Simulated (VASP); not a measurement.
Set up this calculation in VASP 6.6.1, as the native input.

```yaml
Task: single point
Functional: PBE
Potentials_or_basis: VASP PAW PBE potentials, release 64 (Sn_d, Pd, Se)
Cutoff: 500 eV
k_mesh: 2 × 2 × 2
Occupations: gaussian, width 0.15 eV
Spin: no spin polarisation
Dipole_correction: no
Further_INCAR_settings: ALGO = Normal; EDIFF = 1e-06; NBANDS = 44
```

The structure of Sn2PdSe5 lies in POSCAR:

```
Sn2PdSe5
1.0
    7.4469813467      0.0000000000      0.0000000000
    0.0000000000      7.4469813467      0.0000000000
    0.0000000000      0.0000000000      5.3630417872
Sn Pd Se
2 1 5
Direct
    0.5000000000      0.5000000000      0.7533584996
    0.5000000000      0.5000000000      0.2466415004
    0.0000000000      0.0000000000      0.5000000000
    0.3399397588      0.0000000000      0.0000000000
    0.6600602412      0.0000000000      0.0000000000
    0.0000000000      0.3399397588      0.0000000000
    0.0000000000      0.6600602412      0.0000000000
    0.0000000000      0.0000000000      0.0000000000
```

The cell was built from a structure type or drawn by symmetry, and may not be a known phase.

The input as run:

INCAR

```
  ALGO = Normal
  EDIFF = 1E-6
  ENCUT = 500
  GGA = PE
  GGA_COMPAT = F
  ISIF = 2
  ISMEAR = 0
  LASPH = T
  LCHARG = T
  LELF = T
  LREAL = F
  LVHAR = T
  LWAVE = F
  NBANDS = 44
  NELM = 120
  PREC = Accurate
  SIGMA = 0.15
```

KPOINTS

```
k-points
0
Gamma
  2 2 2
```

Potentials or basis: VASP PAW PBE potentials, release 64 (Sn_d, Pd, Se).

Launch:

```bash
$ cat potpaw_PBE.64/Sn_d/POTCAR potpaw_PBE.64/Pd/POTCAR potpaw_PBE.64/Se/POTCAR > POTCAR
$ mpirun -np 1 vasp_std > vasp.out
```

Results of the run:

- Pressure: 0.1 GPa
- Largest force: 0.019 eV/Å
- Band gap on the k mesh: zero (bands 34 and 35 overlap by 0.66 eV)

Caveat: the k points lie up to 0.59 Å⁻¹ apart, too coarse for converged energies and pressures of a metal; spin-orbit coupling is left out, which moves the levels of the heavy elements.

Wall time 65 s on 1 thread of AMD EPYC 9R45 96-Core Processor (Zen 5), with other jobs on the host, peak memory 0.33 GiB.
